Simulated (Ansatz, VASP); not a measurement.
## Al3Cu: VASP beside Ansatz

```xyz
4
Lattice="3.9337 0.0000 0.0000 0.0000 3.9337 0.0000 0.0000 0.0000 3.7020" Properties=species:S:1:pos:R:3 pbc="T T T"
Al    0.0000    1.9668    1.8510
Al    1.9668    0.0000    1.8510
Al    1.9668    1.9668    0.0000
Cu    0.0000    0.0000    0.0000
```

Alike in both runs: task single point; functional LDA; k mesh 12 × 12 × 12; occupations gaussian, width 0.15 eV; no spin polarisation.

|  | VASP | Ansatz |
| --- | --- | --- |
| version | VASP 6.6.1 | Ansatz 0.2.0 |
| potentials or method | VASP PAW LDA potentials, release 64 (Al, Cu), cutoff 520 eV | scalar-relativistic, plane waves, PAW |
| valence electrons in the cell | 20 | 28 |

|  | VASP | Ansatz | Ansatz less VASP |
| --- | --- | --- | --- |
| gap on the k mesh at the Fermi level (eV) | none | none | - |
| pressure (GPa) | 0.5 | 0.1 | -0.42 |
| traceless stress, the component that is largest in VASP (GPa) | 4.48 | 4.45 | -0.032 |

Ansatz warns that its potentials were made for another functional, while VASP's fit it. LDA's correlation is that of Perdew and Zunger in VASP and of Perdew and Wang (1992) in Ansatz. A gap of «none» marks a metal or a gap that the smearing closes. VASP's potentials hold 20 valence electrons a cell and Ansatz's 28, so a difference there can come from the potentials and not from the codes.
